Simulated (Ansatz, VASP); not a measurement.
BaTiO3 in VASP and in Ansatz

Contents of POSCAR:

```
BaTiO3
1.0
    3.9756623640      0.0000000000      0.0000000000
    0.0000000000      3.9756623640      0.0000000000
    0.0000000000      0.0000000000      3.9756044387
Ba Ti O
1 1 3
Direct
    0.5000000000      0.5000000000      0.5721977700
    0.0000000000      0.0000000000      0.0725846088
    0.0000000000      0.5000000000      0.0718165020
    0.5000000000      0.0000000000      0.0718165020
    0.0000000000      0.0000000000      0.5715816072
```

Contents of INCAR.step1:

```
SYSTEM = BaTiO3
PREC = Accurate
ENCUT = 520
ISMEAR = 0
SIGMA = 0.02
LREAL = .False.
LASPH = .True.
NELM = 150
LMAXMIX = 4
LDAU = .True.
LDAUTYPE = 2
LDAUL = -1 2 -1
LDAUU = 0 4 0
LDAUJ = 0 0 0
NBANDS = 28
GGA = PE
ALGO = Normal
EDIFF = 1E-4
LWAVE = .True.
LCHARG = .False.
```

Contents of INCAR.step2:

```
SYSTEM = BaTiO3
PREC = Accurate
ENCUT = 520
EDIFF = 1E-7
ISMEAR = 0
SIGMA = 0.02
LREAL = .False.
LASPH = .True.
NELM = 150
ALGO = Normal
ISIF = 2
LWAVE = .False.
LCHARG = .False.
LMAXMIX = 4
LDAU = .True.
LDAUTYPE = 2
LDAUL = -1 2 -1
LDAUU = 0 4 0
LDAUJ = 0 0 0
LDAUPRINT = 1
METAGGA = R2SCAN
LMIXTAU = .True.
NBANDS = 28
ISTART = 1
```

KPOINTS

```
regular mesh
0
Gamma
  6 6 6
  0 0 0
```

Input for Ansatz:

```yaml
crystal:
  lattice:
    - [3.975662364, 0.0, 0.0]
    - [0.0, 3.975662364, 0.0]
    - [0.0, 0.0, 3.9756044387]
  atoms:
    - { symbol: Ba, position: [0.5, 0.5, 0.57219777] }
    - { symbol: Ti, position: [0.0, 0.0, 0.0725846088] }
    - { symbol: O, position: [0.0, 0.5, 0.071816502] }
    - { symbol: O, position: [0.5, 0.0, 0.071816502] }
    - { symbol: O, position: [0.0, 0.0, 0.5715816072] }
basis:
  ecutwfc: 500
kpoints:
  mp_grid: { grid: [6, 6, 6] }
  band_path: { path: [VBM, CBM], npoints: 2 }
hamiltonian:
  xc: r2scan
  hubbard: { sites: [{ species: Ti, l: d, u_eff: 4.0 }] }
scf:
  occupations: { method: gaussian, width: 0.02 }
output:
  forces: true
  stress: true
  eigenvalues: true
checkpoint:
  read: start.run
  write: ck
  compress: false
  write_wavefunctions: false
  write_every: 100000
```

Alike in both runs: task single point; functional r2SCAN; k mesh 6 × 6 × 6; occupations gaussian, width 0.02 eV; no spin polarisation; Hubbard terms Ti d U = 4.0 eV.

|  | VASP | Ansatz |
| --- | --- | --- |
| version | VASP 6.6.1 | Ansatz 0.2.0 |
| potentials or method | VASP PAW PBE potentials, release 64 (Ba_sv, Ti_sv, O), cutoff 520 eV | scalar-relativistic, plane waves, PAW |
| valence electrons in the cell | 40 | 40 |

|  | VASP | Ansatz | Ansatz less VASP |
| --- | --- | --- | --- |
| gap on the k mesh at the Fermi level (eV) | 2.72 | 2.73 | +0.005 |
| least direct gap on the mesh (eV) | 2.90 | 2.86 | -0.038 |
| pressure (GPa) | 8.2 | 4.0 | -4.16 |
| rms of the force components (eV/Å) | 0.006 | 0.000 | -0.0057 |

VASP's potentials were made for PBE, not for r2SCAN. The programs project onto different local orbitals, so the same U acts differently, and such runs can settle in different states. Atom by atom the forces differ by 0.006 eV/Å (rms over components).

Neither program's run includes spin-orbit coupling.
